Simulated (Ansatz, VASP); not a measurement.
# Two plane-wave programs on Cd2CuO3

```
Cd Cu O
1.0
     2.54178   -5.98360    0.00033
     2.54178    5.98360    0.00033
    -2.22927    0.00000    2.56773
Cd Cu O
2 1 3
Direct
  0.35124 0.65807 0.03118
  0.65807 0.35124 0.03118
  0.99884 0.99884 0.01650
  0.83839 0.15693 0.90249
  0.15693 0.83839 0.90249
  0.49673 0.49673 0.61678
```

Change from the starting cell: the structure that the rattled cell fell into.

Alike in both runs: functional PBE; k mesh 8 × 8 × 12; occupations gaussian, width 0.1 eV; no spin polarisation.

Ansatz relaxed the structure, and its values are those at the end. VASP's run is a single point on that final structure, the one shown.

|  | VASP | Ansatz |
| --- | --- | --- |
| version | VASP 6.6.1 | Ansatz 0.2.0 |
| potentials or method | VASP PAW PBE potentials, release 64 (Cd, Cu, O), cutoff 520 eV | scalar-relativistic, plane waves, PAW |
| valence electrons in the cell | 53 | 77 |

|  | VASP | Ansatz | Ansatz less VASP |
| --- | --- | --- | --- |
| gap on the k mesh at the Fermi level (eV) | none | none | - |
| pressure (GPa) | 1.1 | 0.0 | -1.04 |
| rms of the force components (eV/Å) | 0.011 | 0.001 | -0.0104 |

A gap of «none» marks a metal or a gap that the smearing closes. With one functional, cell and mesh, what is left measures potentials, basis and numerics. VASP's potentials hold 53 valence electrons a cell and Ansatz's 77, so a difference there can come from the potentials and not from the codes.
